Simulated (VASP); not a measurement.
# AgCl (R-3m) in VASP: a series of runs

AgCl is run at these levels: PBEsol; tasks: electric field gradients.

Everything below comes from runs of VASP 6.6.1. Logs are shortened: lines on timing, memory, paths and dates and some standing lists are left out, and cuts for length are marked.

### 1 The cell of the first run

It takes space group R-3m (No. 166, trigonal). The conventional cell has a = 4.905 Å, b = 4.905 Å, c = 5.829 Å, α = 90.00°, β = 90.00°, γ = 120.00°. Within 3.8 Å of Ag (site symmetry -3m) lie 8 Cl at 2.91 to 2.99 Å and 6 Ag at 3.43 Å. Within 3.8 Å of Cl (site symmetry -3m) lie 8 Ag at 2.91 to 2.99 Å and 6 Cl at 3.43 Å.

### 2 Electric field gradients, PBEsol (equal xy, yz and zx shear strains of -2 %)

INCAR

```
SYSTEM = AgCl
PREC = Accurate
ENCUT = 520
EDIFF = 1E-8
ISMEAR = -1
SIGMA = 0.01
LREAL = .False.
LASPH = .True.
NELM = 60
ALGO = Normal
ISIF = 2
LWAVE = .False.
LCHARG = .False.
GGA = PS
LEFG = .True.
NBANDS = 16
```

KPOINTS

```
Automatic mesh
0
Gamma
  9 9 9
  0 0 0
```

POSCAR

```
AgCl
1.0
    3.4339730000     -0.0343397300     -0.0343397300
   -0.0343397300      3.4339730000     -0.0343397300
   -0.0343397300     -0.0343397300      3.4339730000
Ag Cl
1 1
Direct
    0.0000000000      0.0000000000      0.0000000000
    0.5000000000      0.5000000000      0.5000000000
```

Potentials or basis: VASP PAW PBE potentials, release 64 (Ag, Cl).

Started as:

```bash
cat potpaw_PBE.64/Ag/POTCAR potpaw_PBE.64/Cl/POTCAR > POTCAR
mpirun -np 1 vasp_std > vasp.out
```

OUTCAR:

```text
SYSTEM = AgCl
   PREC = Accurate
   ENCUT = 520
   EDIFF = 1E-8
   ISMEAR = -1
   LREAL = .False.
   LASPH = .True.
   NELM = 60
   ISIF = 2
   GGA = PS

 ion  position               nearest neighbor table
   1  0.000  0.000  0.000-   2 2.91   2 2.91   2 2.99   2 2.99   2 2.99   2 2.99   2 2.99   2 2.99

   2  0.500  0.500  0.500-   1 2.91   1 2.91   1 2.99   1 2.99   1 2.99   1 2.99   1 2.99   1 2.99

  LATTYP: Found a trigonal (rhomboedric) cell.
 ALAT       =     3.4343163801
 COS(alpha) =    -0.0198960208

  Lattice vectors:

 A1 = (   3.4339730000,  -0.0343397300,  -0.0343397300)
 A2 = (  -0.0343397300,   3.4339730000,  -0.0343397300)
 A3 = (  -0.0343397300,  -0.0343397300,   3.4339730000)

Analysis of symmetry for initial positions (statically):
=====================================================================
 Subroutine PRICEL returns:
 Original cell was already a primitive cell.

 Routine SETGRP: Setting up the symmetry group for a
 trigonal (rhombohedral) supercell.

 Subroutine GETGRP returns: Found 12 space group operations
 (whereof 12 operations were pure point group operations)
 out of a pool of 12 trial point group operations.

The static configuration has the point symmetry D_3d.

Analysis of symmetry for dynamics (positions and initial velocities):
=====================================================================
 Subroutine PRICEL returns:
 Original cell was already a primitive cell.

 Routine SETGRP: Setting up the symmetry group for a
 trigonal (rhombohedral) supercell.

 Subroutine GETGRP returns: Found 12 space group operations
 (whereof 12 operations were pure point group operations)
 out of a pool of 12 trial point group operations.

The dynamic configuration has the point symmetry D_3d.

 Subroutine INISYM returns: Found 12 space group operations
 (whereof 12 operations are pure point group operations),
 and found     1 'primitive' translations

----------------------------------------------------------------------------------------

                                     Primitive cell

  volume of cell :      40.4818

  direct lattice vectors                    reciprocal lattice vectors
[... 124 lines left out ...]

 number of electron      18.0000002 magnetization

 Free energy of the ion-electron system (eV)
  ---------------------------------------------------
  ext. energy  EPLUGINS =         0.00000000
  ---------------------------------------------------
  free energy    TOTEN  =        -5.76745192 eV

  energy without entropy =       -5.76745192  energy(sigma->0) =       -5.76745192

 E-fermi :   4.0229     XC(G=0): -10.6184

 val. band max:        3.8228636117   @ k =   0.4444   0.0000   0.0000
 cond. band min:       4.2103995926   @ k =   0.0000   0.0000   0.0000
 fundamental gap:      0.3875359809
 Fermi energy:         4.0228539514

 k-point     1 :       0.0000    0.0000    0.0000
  band No.  band energies     occupation
      1     -10.7834      2.00000
      2       1.0376      2.00000
      3       1.0376      2.00000
      4       1.9698      2.00000
      5       2.0040      2.00000
      6       2.0040      2.00000
[... 433 lines left out ...]
      3       0.1595      2.00000
      4       1.3176      2.00000
      5       1.6251      2.00000
      6       1.7151      2.00000
[... 8 lines left out ...]
     15      17.4164      0.00000
     16      19.6813      0.00000

 [... further k-points ...]

------------------------ aborting loop because EDIFF is reached ----------------------------------------

  FORCE on cell =-STRESS in cart. coord.  units (eV):
  Direction    XX          YY          ZZ          XY          YZ          ZX
  --------------------------------------------------------------------------------------
  -------------------------------------------------------------------------------------
  Total       -1.1758394     -1.1758394     -1.1758394     -0.0777052     -0.0777052     -0.0777052
  in kB      -46.5370807    -46.5370807    -46.5370807     -3.0753967     -3.0753967     -3.0753967
  external PRESSURE =     -46.5370807 kB  Pullay stress =       0.0000000 kB

 VOLUME and BASIS-vectors are now :
 -----------------------------------------------------------------------------
  energy-cutoff  :      520.00
  volume of cell :       40.48
      direct lattice vectors                 reciprocal lattice vectors
     3.433973000 -0.034339730 -0.034339730     0.291266723  0.002942088  0.002942088
    -0.034339730  3.433973000 -0.034339730     0.002942088  0.291266723  0.002942088
    -0.034339730 -0.034339730  3.433973000     0.002942088  0.002942088  0.291266723

 POSITION                                       TOTAL-FORCE (eV/Angst)
 -----------------------------------------------------------------------------------
      0.00000      0.00000      0.00000         0.000000      0.000000      0.000000
      1.68265      1.68265      1.68265        -0.000000     -0.000000      0.000000
 -----------------------------------------------------------------------------------
    total drift:                               -0.000000      0.000000      0.000000

  FREE ENERGIE OF THE ION-ELECTRON SYSTEM (eV)
  ---------------------------------------------------
  free  energy   TOTEN  =        -5.7674519213 eV

  energy  without entropy=       -5.7674519213  energy(sigma->0) =       -5.76745192

 Electric field gradients (V/A^2)
---------------------------------------------------------------------
 ion       V_xx      V_yy      V_zz      V_xy      V_xz      V_yz
---------------------------------------------------------------------
   1       0.000    -0.000     0.000    -4.494    -4.494    -4.494
   2      -0.000    -0.000     0.000     7.258     7.258     7.258
---------------------------------------------------------------------

 Electric field gradients after diagonalization (V/A^2)
 (convention: |V_zz| > |V_xx| > |V_yy|)
----------------------------------------------------------------------
 ion       V_xx      V_yy      V_zz     asymmetry (V_yy - V_xx)/ V_zz
----------------------------------------------------------------------
   1       4.494     4.494    -8.988       0.000
   2      -7.258    -7.258    14.517       0.000
----------------------------------------------------------------------

           NMR quadrupolar parameters

 Cq : quadrupolar parameter    Cq=e*Q*V_zz/h
 eta: asymmetry parameters     (V_yy - V_xx)/ V_zz
 Q  : nuclear electric quadrupole moment in mb (millibarn)
----------------------------------------------------------------------
 ion       Cq(MHz)       eta       Q (mb)
----------------------------------------------------------------------
   1      -0.022       0.000       1.000
   2       0.035       0.000       1.000
----------------------------------------------------------------------
```

stdout:

```text
POSCAR found type information on POSCAR AgCl
 POSCAR found :  2 types and       2 ions
 scaLAPACK will be used
 -----------------------------------------------------------------------------
|                                                                             |
|                                                                             |
|     You enforced a specific xc type in the INCAR file but a different       |
|     I HOPE YOU KNOW WHAT YOU ARE DOING!                                     |
|                                                                             |
 -----------------------------------------------------------------------------

 LDA part: xc-table for (Slater+PW92), standard interpolation
 POSCAR, INCAR and KPOINTS ok, starting setup
 FFT: planning ... GRIDC
 FFT: planning ... GRID_SOFT
 FFT: planning ... GRID
 WAVECAR not read
 entering main loop
ion   1

ion   2
```

Wall time 75 s (1 thread of Intel Xeon Platinum 8175M at 2.50GHz (Skylake/Cascade Lake), shared host); peak memory 0.19 GiB.

Results:

```
Free energy                             : -5.7675 eV
Pressure                                : -4.7 GPa
Band gap on the k mesh                  : 0.39 eV (least direct gap 1.90 eV)
Largest electric field gradient by atom : Ag -9.0; Cl +14.5 V/Å²
```

Electric field gradients, principal values (V/Å²):
```tsv
atom	least	middle	greatest (by size)
1 Ag	4.494	4.494	-8.988
2 Cl	-7.258	-7.258	14.517
```

Caveat: the cell differs from its parent crystal (equal xy, yz and zx shear strains of -2 %); the cell stands under tension; without QUAD_EFG the Cq values of the log hold for a quadrupole moment of 1 mb, not for the nuclei; the PAW data sets were made with another functional, which shifts forces and pressure a little; an odd mesh through Γ misses points on the zone boundary, where band edges can lie.

(Part 1 of 2 ends here.)
